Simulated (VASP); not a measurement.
# BP (F-43m) in VASP: settings compared

Aim: see how the results for BP move with the level of theory and the settings. Levels: BLYP+D3(BJ), LDA. Tasks: single point.

Everything below comes from runs of VASP 6.6.1. Logs are shortened: lines on timing, memory, paths and dates and some standing lists are left out, and cuts for length are marked.

## 1. The cell of the first run

It takes space group F-43m (No. 216, cubic). Conventional cell: a = 4.568 Å, b = 4.568 Å, c = 4.568 Å, α = 90.00°, β = 90.00°, γ = 90.00°. Within 2.6 Å of P (site symmetry -43m) lie 4 B at 1.98 Å. Within 2.6 Å of B (site symmetry -43m) lie 4 P at 1.98 Å.

## 2. Single point, BLYP+D3(BJ)

The input, INCAR:

```
SYSTEM = BP
PREC     = Accurate       ! precision mode
ENCUT    = 520            ! plane-wave cutoff, eV
EDIFF    = 1E-6           ! SCF threshold, eV
ISMEAR   = -1             ! smearing method
SIGMA    = 0.05           ! smearing width, eV
LREAL    = .FALSE.        ! projectors in reciprocal space
LASPH    = .TRUE.         ! aspherical terms in the spheres
NELM     = 80             ! most SCF steps
ALGO     = Normal         ! electronic algorithm
ISIF     = 2              ! what is computed and relaxed
LWAVE    = .FALSE.        ! write WAVECAR
LCHARG   = .FALSE.        ! write CHGCAR
GGA      = B5             ! functional
ALDAX    = 1.0          
AGGAX    = 1.0          
AGGAC    = 1.0          
ALDAC    = 0.0          
IVDW     = 12             ! dispersion correction
VDW_S6   = 1.0          
VDW_S8   = 2.6996       
VDW_A1   = 0.4298       
VDW_A2   = 4.2359       
NBANDS   = 11             ! bands
```

The input, KPOINTS:

```
Automatic mesh
0
G
  10 10 10
  0 0 0
```

The input, POSCAR:

```
BP
1.0
    0.0000000000      2.2840269280      2.2840269280
    2.2840269280      0.0000000000      2.2840269280
    2.2840269280      2.2840269280      0.0000000000
P B
1 1
Direct
    0.7500000000      0.7500000000      0.7500000000
    0.0000000000      0.0000000000      0.0000000000
```

Potentials or basis: VASP PAW PBE potentials, release 64 (P, B).

Launch:

```
$ cat potpaw_PBE.64/P/POTCAR potpaw_PBE.64/B/POTCAR > POTCAR
$ mpirun -np 1 vasp_std > vasp.out
```

OUTCAR:

```text
SYSTEM = BP
   PREC = Accurate
   ENCUT = 520
   EDIFF = 1E-6
   ISMEAR = -1
   LREAL = .FALSE.
   LASPH = .TRUE.
   NELM = 80
   ISIF = 2
   GGA = B5
   IVDW = 12
 IVDW          = 12

 ion  position               nearest neighbor table
   1  0.750  0.750  0.750-   2 1.98   2 1.98   2 1.98   2 1.98
   2  0.000  0.000  0.000-   1 1.98   1 1.98   1 1.98   1 1.98

  LATTYP: Found a face centered cubic cell.
 ALAT       =     4.5680538560

  Lattice vectors:

 A1 = (   0.0000000000,   2.2840269280,   2.2840269280)
 A2 = (   2.2840269280,   0.0000000000,   2.2840269280)
 A3 = (   2.2840269280,   2.2840269280,   0.0000000000)

Analysis of symmetry for initial positions (statically):
=====================================================================
 Subroutine PRICEL returns:
 Original cell was already a primitive cell.

 Routine SETGRP: Setting up the symmetry group for a
 face centered cubic supercell.

 Subroutine GETGRP returns: Found 24 space group operations
 (whereof 24 operations were pure point group operations)
 out of a pool of 48 trial point group operations.

The static configuration has the point symmetry T_d .

Analysis of symmetry for dynamics (positions and initial velocities):
=====================================================================
 Subroutine PRICEL returns:
 Original cell was already a primitive cell.

 Routine SETGRP: Setting up the symmetry group for a
 face centered cubic supercell.

 Subroutine GETGRP returns: Found 24 space group operations
 (whereof 24 operations were pure point group operations)
 out of a pool of 48 trial point group operations.

The dynamic configuration has the point symmetry T_d .

 Subroutine INISYM returns: Found 24 space group operations
 (whereof 24 operations are pure point group operations),
 and found     1 'primitive' translations

----------------------------------------------------------------------------------------

                                     Primitive cell

  volume of cell :      23.8305

  direct lattice vectors                    reciprocal lattice vectors
     0.000000000  2.284026928  2.284026928    -0.218911605  0.218911605  0.218911605
     2.284026928  0.000000000  2.284026928     0.218911605 -0.218911605  0.218911605
     2.284026928  2.284026928  0.000000000     0.218911605  0.218911605 -0.218911605

  length of vectors
     3.230101858  3.230101858  3.230101858     0.379166022  0.379166022  0.379166022

  position of ions in fractional coordinates (direct lattice)
     0.750000000  0.750000000  0.750000000
     0.000000000  0.000000000  0.000000000

  ion indices of the primitive-cell ions
   primitive index   ion index
                 1           1
                 2           2

----------------------------------------------------------------------------------------

 KPOINTS: Automatic mesh

Automatic generation of k-mesh.
 Grid dimensions read from file:
 generate k-points for:   10   10   10

 Generating k-lattice:

  Cartesian coordinates                     Fractional coordinates (reciprocal lattice)
    -0.021891160  0.021891160  0.021891160     0.100000000  0.000000000  0.000000000
     0.021891160 -0.021891160  0.021891160     0.000000000  0.100000000  0.000000000
     0.021891160  0.021891160 -0.021891160     0.000000000  0.000000000  0.100000000

  Length of vectors
     0.037916602  0.037916602  0.037916602

  Shift w.r.t. Gamma in fractional coordinates (k-lattice)
     0.000000000  0.000000000  0.000000000

 Subroutine IBZKPT returns following result:
 ===========================================

 Found     47 irreducible k-points:

 Following reciprocal coordinates:
            Coordinates               Weight
  0.000000  0.000000  0.000000      1.000000
  0.100000  0.000000  0.000000      8.000000
  0.200000  0.000000  0.000000      8.000000
  0.300000  0.000000  0.000000      8.000000
  0.400000  0.000000  0.000000      8.000000
  0.500000  0.000000  0.000000      4.000000
[... 16 lines left out ...]
  0.300000  0.300000  0.000000      6.000000
  0.400000  0.300000  0.000000     24.000000
 [... further k-points ...]
   k-points           NKPTS =     47   k-points in BZ     NKDIM =     47   number of bands    NBANDS=     11
   number of dos      NEDOS =    301   number of ions     NIONS =      2
   total plane-waves  NPLWV =  13824
   dimension x,y,z NGX =    24 NGY =   24 NGZ =   24
   dimension x,y,z NGXF=    48 NGYF=   48 NGZF=   48
   ions per type =               1   1
   NGX,Y,Z   is equivalent  to a cutoff of  12.35, 12.35, 12.35 a.u.
   NGXF,Y,Z  is equivalent  to a cutoff of  24.70, 24.70, 24.70 a.u.
 SYSTEM =  BP
   PREC   = accura    normal or accurate (medium, high low for compatibility)
   ISTART =      0    job   : 0-new  1-cont  2-samecut
   ICHARG =      2    charge: 1-file 2-atom 10-const
   ISPIN  =      1    spin polarized calculation?
   LNONCOLLINEAR =      F non collinear calculations
   LSORBIT =      F    spin-orbit coupling
   LASPH  =      T    aspherical Exc in radial PAW
   ENCUT  =  520.0 eV  38.22 Ry    6.18 a.u.   6.01  6.01  6.01*2*pi/ulx,y,z
   NELM   =     80;   NELMIN=  2; NELMDL= -5     # of ELM steps
   EDIFF  = 0.1E-05   stopping-criterion for ELM
   LREAL  =      F    real-space projection
   EDIFFG = 0.1E-04   stopping-criterion for IOM
   NSW    =      0    number of steps for IOM
   IBRION =     -1    ionic relax: 0-MD 1-quasi-New 2-CG
   NFREE  =      0    steps in history (QN), initial steepest desc. (CG)
   ISIF   =      2    stress and relaxation
   ISYM   =      2    0-nonsym 1-usesym 2-fastsym
   POTIM  = 0.5000    time-step for ionic-motion
   TEBEG  =    0.0;   TEEND  =   0.0 temperature during run
   PSTRESS=    0.0 pullay stress
   NELECT =       8.0000    total number of electrons
   NUPDOWN=      -1.0000    fix difference up-down
   EMIN   =  10.00;   EMAX   =-10.00  energy-range for DOS
[... 5 lines left out ...]
     AMIX     =   0.40;   BMIX     =  1.00
     AMIX_MAG =   1.60;   BMIX_MAG =  1.00
  volume/ion in A,a.u.               =      11.92        80.41
  Fermi-wavevector in a.u.,A,eV,Ry     =   1.137785  2.150102 17.613492  1.294555
  Thomas-Fermi vector in A             =   2.274490
   LORBIT       =      0    0 simple, 1 ext, 2 COOP (PROOUT), +10 PAW based schemes
   GGA     = B5    functional components
   LHFCALC =     F    Hartree Fock is set to
   AEXX    =    0.0000 exact exchange contribution
   IVDW    =    12    specifies the selected vdW correction
   LEPSILON=     F    determine dielectric tensor
   LRPA    =     F    only Hartree local field effects (RPA)
 non-spin polarized calculation
  energy-cutoff  :      520.00
  volume of cell :       23.83
 maximum number of plane-waves:       656
   NGX = 13   NGY = 13   NGZ = 13

 number of electron       7.9999999 magnetization

 Free energy of the ion-electron system (eV)
  ---------------------------------------------------
  ext. energy  EPLUGINS =         0.00000000
  ---------------------------------------------------
  free energy    TOTEN  =       -11.57673552 eV

  energy without entropy =      -11.57673552  energy(sigma->0) =      -11.57673552

 E-fermi :   8.3122     XC(G=0): -10.1392

 val. band max:        7.5486837951   @ k =   0.0000   0.0000   0.0000
 cond. band min:       9.1077312232   @ k =   0.4000   0.4000   0.0000
 fundamental gap:      1.5590474281
 Fermi energy:         8.3122451376

 k-point     1 :       0.0000    0.0000    0.0000
  band No.  band energies     occupation
      1      -7.5673      2.00000
      2       7.5487      2.00000
      3       7.5487      2.00000
      4       7.5487      2.00000
      5      11.0985      0.00000
      6      11.0985      0.00000
      7      11.0985      0.00000
      8      14.7012      0.00000
      9      19.3360      0.00000
     10      19.8856      0.00000
     11      19.8856      0.00000

 k-point     2 :       0.1000    0.0000    0.0000
  band No.  band energies     occupation
      1      -7.3919      2.00000
      2       6.3099      2.00000
      3       7.2732      2.00000
      4       7.2732      2.00000
      5      11.4856      0.00000
      6      11.4856      0.00000
      7      11.4934      0.00000
      8      15.2361      0.00000
      9      19.2416      0.00000
     10      19.2416      0.00000
     11      19.8736      0.00000

 k-point     3 :       0.2000    0.0000    0.0000
  band No.  band energies     occupation
      1      -6.8730      2.00000
      2       4.0465      2.00000
      3       6.7388      2.00000
      4       6.7388      2.00000
      5      11.6573      0.00000
      6      12.1912      0.00000
      7      12.1912      0.00000
      8      16.4785      0.00000
      9      18.6578      0.00000
     10      18.6578      0.00000
     11      20.7113      0.00000

 k-point     4 :       0.3000    0.0000    0.0000
  band No.  band energies     occupation
      1      -6.0428      2.00000
      2       1.7576      2.00000
      3       6.2632      2.00000
      4       6.2632      2.00000
      5      11.5492      0.00000
      6      12.5568      0.00000
      7      12.5568      0.00000
      8      17.5528      0.00000
      9      19.1831      0.00000
     10      19.1831      0.00000
     11      20.9118      0.00000

 k-point     5 :       0.4000    0.0000    0.0000
  band No.  band energies     occupation
      1      -5.0206      2.00000
      2      -0.1922      2.00000
      3       5.9589      2.00000
      4       5.9589      2.00000
      5      11.4275      0.00000
      6      12.5341      0.00000
      7      12.5341      0.00000
      8      17.9151      0.00000
      9      20.7937      0.00000
     10      20.7937      0.00000
     11      21.6894      0.00000
[... 211 lines left out ...]
 k-point    21 :      -0.3000    0.2000    0.0000
  band No.  band energies     occupation
      1      -4.7995      2.00000
      2       0.7861      2.00000
      3       3.0988      2.00000
      4       5.7106      2.00000
      5      11.6537      0.00000
      6      13.8003      0.00000
      7      14.5074      0.00000
      8      16.8841      0.00000
      9      18.1639      0.00000
     10      20.2918      0.00000
     11      24.5694      0.00000

 k-point    22 :      -0.2000    0.2000    0.0000
  band No.  band energies     occupation
      1      -5.7597      2.00000
      2       2.4411      2.00000
      3       3.5954      2.00000
      4       6.3533      2.00000
      5      12.1629      0.00000
      6      12.9824      0.00000
      7      13.9828      0.00000
      8      15.9378      0.00000
      9      17.3414      0.00000
     10      21.2365      0.00000
     11      23.2452      0.00000

 k-point    23 :       0.3000    0.3000    0.0000
  band No.  band energies     occupation
      1      -5.5124      2.00000
      2       2.8009      2.00000
      3       4.4779      2.00000
      4       4.4779      2.00000
      5       9.3552      0.00000
      6      11.7939      0.00000
      7      16.3705      0.00000
      8      16.3705      0.00000
      9      20.4021      0.00000
     10      22.0999      0.00000
     11      24.0817      0.00000

 k-point    24 :       0.4000    0.3000    0.0000
  band No.  band energies     occupation
      1      -4.7163      2.00000
      2       1.5179      2.00000
      3       3.6976      2.00000
      4       4.1906      2.00000
      5       9.6456      0.00000
      6      11.4833      0.00000
      7      16.9680      0.00000
      8      17.0084      0.00000
      9      21.3671      0.00000
     10      22.9298      0.00000
     11      24.4940      0.00000

 [... further k-points ...]

------------------------ aborting loop because EDIFF is reached ----------------------------------------

 Edisp (eV)   -1.34427

 E8    (eV) :    -0.9091

  FORCE on cell =-STRESS in cart. coord.  units (eV):
  Direction    XX          YY          ZZ          XY          YZ          ZX
  --------------------------------------------------------------------------------------
  -------------------------------------------------------------------------------------
  Total      -0.96905    -0.96905    -0.96905    -0.00000     0.00000     0.00000
  in kB     -65.15113   -65.15113   -65.15113    -0.00000     0.00000     0.00000
  external pressure =      -65.15 kB  Pullay stress =        0.00 kB

 VOLUME and BASIS-vectors are now :
 -----------------------------------------------------------------------------
  energy-cutoff  :      520.00
  volume of cell :       23.83
      direct lattice vectors                 reciprocal lattice vectors
     0.000000000  2.284026928  2.284026928    -0.218911605  0.218911605  0.218911605
     2.284026928  0.000000000  2.284026928     0.218911605 -0.218911605  0.218911605
     2.284026928  2.284026928  0.000000000     0.218911605  0.218911605 -0.218911605

 POSITION                                       TOTAL-FORCE (eV/Angst)
 -----------------------------------------------------------------------------------
      3.42604      3.42604      3.42604        -0.000000     -0.000000     -0.000000
      0.00000      0.00000      0.00000         0.000000      0.000000      0.000000
 -----------------------------------------------------------------------------------
    total drift:                               -0.000000     -0.000000     -0.000000

  FREE ENERGIE OF THE ION-ELECTRON SYSTEM (eV)
  ---------------------------------------------------
  free  energy   TOTEN  =       -12.9210044268 eV

  energy  without entropy=      -12.9210044242  energy(sigma->0) =      -12.92100443
```

Run time: 31 s. Hardware: 1 thread of AMD EPYC 7R13, shared host; peak memory 0.12 GiB.

What came out:

```yaml
Free_energy: -12.9210 eV
Pressure: -6.5 GPa
Band_gap_on_the_k_mesh: 1.56 eV, indirect (least direct gap 3.55 eV)
Dispersion_energy_per_atom: -0.672 eV
```

Caveat: the PAW data sets were made with another functional, which shifts forces and pressure a little.

## 3. Single point, LDA

This run uses another cell than the first one, of 11.45 Å³/atom, 0.961 times its volume.

The input, INCAR:

```
SYSTEM = BP
PREC = Accurate ; ENCUT = 520
EDIFF = 1E-7 ; ISMEAR = -1
SIGMA = 0.05 ; LREAL = .False.
LASPH = .True. ; NELM = 60
ALGO = Normal ; ISIF = 2
LWAVE = .False. ; LCHARG = .True.
LELF = .True. ; LVHAR = .True.
NBANDS = 11
```

The input, KPOINTS:

```
regular mesh
0
Gamma
  10 10 10
  0 0 0
```

The input, POSCAR:

```
BP
1.0
    0.0000000000      2.2537713532      2.2537713532
    2.2537713532      0.0000000000      2.2537713532
    2.2537713532      2.2537713532      0.0000000000
P B
1 1
Direct
    0.7500000000      0.7500000000      0.7500000000
    0.0000000000      0.0000000000      0.0000000000
```

Potentials or basis: VASP PAW LDA potentials, release 64 (P, B).

Launch:

```
$ cat potpaw_LDA.64/P/POTCAR potpaw_LDA.64/B/POTCAR > POTCAR
$ mpirun -np 1 vasp_std > vasp.out
```

It took 22 s on 1 thread of AMD EPYC 7R13, shared host; peak memory 0.1 GiB.

The run converged. Its results:

```
Free energy            : -14.3978 eV
Pressure               : -2.1 GPa
Band gap on the k mesh : 1.16 eV, indirect (least direct gap 3.41 eV)
```

Levels at points of the mesh, in eV from the valence-band top:
| k point | band 1 | band 2 | band 3 | band 4 | band 5 | band 6 | band 7 | band 8 | band 9 |
| --- | --- | --- | --- | --- | --- | --- | --- | --- | --- |
| (0.00, 0.00, 0.00) | -15.57 | 0.00 | 0.00 | 0.00 | 3.41 | 3.41 | 3.41 | 7.68 | 11.40 |
| (0.50, 0.00, 0.00) | -12.16 | -9.15 | -1.77 | -1.77 | 3.90 | 4.69 | 4.69 | 9.99 | 14.71 |
| (0.50, 0.50, 0.00) | -10.63 | -8.59 | -4.18 | -4.18 | 1.26 | 1.54 | 12.19 | 12.19 | 15.22 |

A k mesh can miss the band edges. As with any semilocal functional, this LDA gap is likely too small.

## 4. Single point, LDA

This run uses another cell than the first one, of 11.68 Å³/atom, 0.980 times its volume.

The input, INCAR:

```
PREC = Accurate
ENCUT = 520
EDIFF = 1E-6
ISMEAR = -1
SIGMA = 0.05
LREAL = False
LASPH = True
NELM = 100
ALGO = Normal
ISIF = 2
LWAVE = False
LCHARG = False
GGA = CA
NBANDS = 11
```

The input, KPOINTS:

```
Automatic mesh
0
Gamma
  10 10 10
```

The input, POSCAR:

```
BP
1.0
    0.0000000000      2.2690000000      2.2690000000
    2.2690000000      0.0000000000      2.2690000000
    2.2690000000      2.2690000000      0.0000000000
P B
1 1
Direct
    0.7500000000      0.7500000000      0.7500000000
    0.0000000000      0.0000000000      0.0000000000
```

Launch:

```
$ cat potpaw_LDA.64/P/POTCAR potpaw_LDA.64/B/POTCAR > POTCAR
$ mpirun -np 1 vasp_std > vasp.out
```

It took 20 s on 1 thread of AMD EPYC 7R13, shared host; peak memory 0.1 GiB.

It converged, with:

| Property | Result |
| --- | --- |
| Free energy | -14.3871 eV |
| Pressure | -5.3 GPa |
| Band gap on the k mesh | 1.19 eV, indirect (least direct gap 3.38 eV) |

Levels at points of the mesh, in eV from the valence-band top:
| k point | band 2 | band 3 | band 4 | band 5 | band 6 | band 7 |
| --- | --- | --- | --- | --- | --- | --- |
| (0.00, 0.00, 0.00) | 0.00 | 0.00 | 0.00 | 3.38 | 3.38 | 3.38 |
| (0.50, 0.00, 0.00) | -9.01 | -1.75 | -1.75 | 3.78 | 4.68 | 4.68 |
| (0.50, 0.50, 0.00) | -8.49 | -4.11 | -4.11 | 1.30 | 1.55 | 12.00 |

A k mesh can miss the band edges. LDA gaps usually lie below the measured ones, often by a third to a half.

## 5. Summary

```csv
level,potentials or basis,cell,gap on the mesh (eV),pressure (GPa)
BLYP+D3(BJ),"VASP PAW PBE potentials, release 64 (P, B)","a = 3.230 Å, angles 60.0°, 2 atoms",1.56,-6.5
LDA,"VASP PAW LDA potentials, release 64 (P, B)","a = 3.187 Å, angles 60.0°, 2 atoms",1.16,-2.1
LDA,"VASP PAW LDA potentials, release 64 (P, B)","a = 3.209 Å, angles 60.0°, 2 atoms",1.19,-5.3
```

Alike in all rows: task single point; no spin polarisation; k mesh 10 × 10 × 10; cutoff (eV) 520; smearing fermi-dirac 0.05 eV.

Caveats: the PAW data sets were made with another functional, which shifts forces and pressure a little (some runs).

Absolute energies hang on the potentials; compare differences alone.
